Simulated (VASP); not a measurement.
Runs of VASP 6.6.1 on PbS. The structure is that of space group R-3m (No. 166), or close to it. The cells are those of the table. 

| cell | gap on the mesh (eV) | pressure (GPa) | largest force (eV/Å) |
| --- | --- | --- | --- |
| a = 3.969 Å, angles 70.0°, 2 atoms | none | -3.2 | 0.04 |
| a = 4.028 Å, angles 67.2°, 2 atoms | none | -2.7 | 0.03 |
| a = 4.524 Å, angles 52.1°, 2 atoms | none | (c) | (a) |
| a = 4.372 Å, angles 55.8°, 2 atoms | none | -2.3 | 0.04 |
| a = 4.117 Å, angles 63.7°, 2 atoms | none | -2.2 | 0.03 |
| a = 4.680 Å, angles 48.9°, 2 atoms | none | -3.9 | (b) |

Alike in all rows: task single point; level PBEsol; potentials or basis VASP PAW PBE potentials, release 64 (Pb_d, S); no spin polarisation; k mesh 12 × 12 × 12; cutoff (eV) 520; smearing gaussian 0.03 eV.

Question: Estimate the missing entries.

Answer: (a) 0.11; (b) 0.19; (c) -2.9.

Caveats: the PAW data sets were made with another functional, which shifts forces and pressure a little; spin-orbit coupling is left out, which moves the levels of the heavy elements.

A k mesh can miss the band edges, and the runs leave out spin-orbit coupling on Pb.

A gap of «none» marks levels without a gap at the run's occupations.
